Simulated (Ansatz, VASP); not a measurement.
Two plane-wave programs on Al3Cu2

```
Al Cu
1.0
     4.10104    0.00000    0.00000
    -2.05052    3.55161    0.00000
     0.00000    0.00000    4.98559
Al Cu
3 2
Direct
  0.00000 0.00000 0.00000
  0.33333 0.66667 0.35171
  0.66667 0.33333 0.64829
  0.33333 0.66667 0.84284
  0.66667 0.33333 0.15716
```

Alike in both runs: functional PBEsol; k mesh 12 × 12 × 8; occupations fermi-dirac, width 0.15 eV; no spin polarisation.

Ansatz relaxed the structure, and its values are those at the end. VASP's run is a single point on that final structure, the one shown.

|  | VASP | Ansatz |
| --- | --- | --- |
| version | VASP 6.6.1 | Ansatz 0.2.0 |
| potentials or method | VASP PAW PBE potentials, release 64 (Al, Cu), cutoff 520 eV | scalar-relativistic, plane waves, PAW |
| valence electrons in the cell | 31 | 47 |

|  | VASP | Ansatz | Ansatz less VASP |
| --- | --- | --- | --- |
| gap on the k mesh at the Fermi level (eV) | none | none | - |
| pressure (GPa) | 0.1 | 0.0 | -0.15 |

VASP's potentials were made for PBE, not for PBEsol. A gap of «none» marks a metal or a gap that the smearing closes. VASP's potentials hold 31 valence electrons a cell and Ansatz's 47, so a difference there can come from the potentials and not from the codes.
